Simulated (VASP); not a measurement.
A run of VASP 6.6.1 is set up as follows.

Contents of INCAR:

```
SYSTEM = W
PREC = Accurate
ENCUT = 500
EDIFF = 1E-6
ISMEAR = 1
SIGMA = 0.05
LREAL = .FALSE.
LASPH = .TRUE.
NELM = 120
ALGO = Normal
ISIF = 2
LWAVE = .FALSE.
LCHARG = .TRUE.
GGA = PS
LELF = .TRUE.
LVHAR = .TRUE.
NBANDS = 13
GGA_COMPAT = .FALSE.
```

KPOINTS

```
Automatic mesh
0
G
  9 9 9
  0 0 0
```

POSCAR

```
W
1.0
    2.7309510331     -0.0000000151     -0.0000000262
   -0.9103169968      2.5747653312     -0.0000000262
   -0.9103169968     -1.2873826278      2.2298122074
W
1
Direct
    0.0000000000      0.0000000000      0.0000000000
```

Potentials or basis: VASP PAW PBE potentials, release 64 (W_sv).

Command:

```bash
$ cat potpaw_PBE.64/W_sv/POTCAR > POTCAR
$ mpirun -np 1 vasp_std > vasp.out
```

(1) What does it give for the pressure?

(2) Predict the band gap on the k mesh.

Answers

(1) 0.7 GPa.

(2) zero (band 7 reaches 15.51 eV, above the bottom of band 8 at 10.18 eV).

Caveat: the PAW data sets were made with another functional, which shifts forces and pressure a little; spin-orbit coupling is left out, which moves the levels of the heavy elements.
